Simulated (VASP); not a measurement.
Here is a VASP 6.6.1 calculation.

File INCAR:

```
SYSTEM = CsCl
PREC     = Accurate       ! precision mode
ENCUT    = 500            ! plane-wave cutoff, eV
EDIFF    = 1E-6           ! SCF threshold, eV
ISMEAR   = 0              ! smearing method
SIGMA    = 0.01           ! smearing width, eV
LREAL    = .FALSE.        ! projectors in reciprocal space
LASPH    = .TRUE.         ! aspherical terms in the spheres
NELM     = 120            ! most SCF steps
ALGO     = Normal         ! electronic algorithm
ISIF     = 2              ! what is computed and relaxed
LWAVE    = .FALSE.        ! write WAVECAR
LCHARG   = .TRUE.         ! write CHGCAR
GGA      = PS             ! functional
LELF     = .TRUE.         ! ELF
LVHAR    = .TRUE.       
NBANDS   = 15             ! bands
GGA_COMPAT= .FALSE.
```

Contents of KPOINTS:

```
Automatic mesh
0
G
  6 6 6
  0 0 0
```

The input POSCAR:

```
CsCl
1.0
    3.7871623834      0.0000000000      0.0000000000
    0.0000000000      3.7871623834      0.0000000000
    0.0000000000      0.0000000000      3.7871623834
Cs Cl
1 1
Direct
    0.0000000000      0.0000000000      0.0000000000
    0.5000000000      0.5000000000      0.5000000000
```

Potentials or basis: VASP PAW PBE potentials, release 64 (Cs_sv, Cl).

Run with:

```console
$ cat potpaw_PBE.64/Cs_sv/POTCAR potpaw_PBE.64/Cl/POTCAR > POTCAR
$ mpirun -np 1 vasp_std > vasp.out
```

Question: What does it give for the pressure?

Answer: 7.2 GPa.

Question: Estimate the band gap on the k mesh.

Answer: 4.74 eV.

Caveat: the cell stands under pressure; the PAW data sets were made with another functional, which shifts forces and pressure a little; spin-orbit coupling is left out, which moves the levels of the heavy elements. A k mesh can miss the band edges.
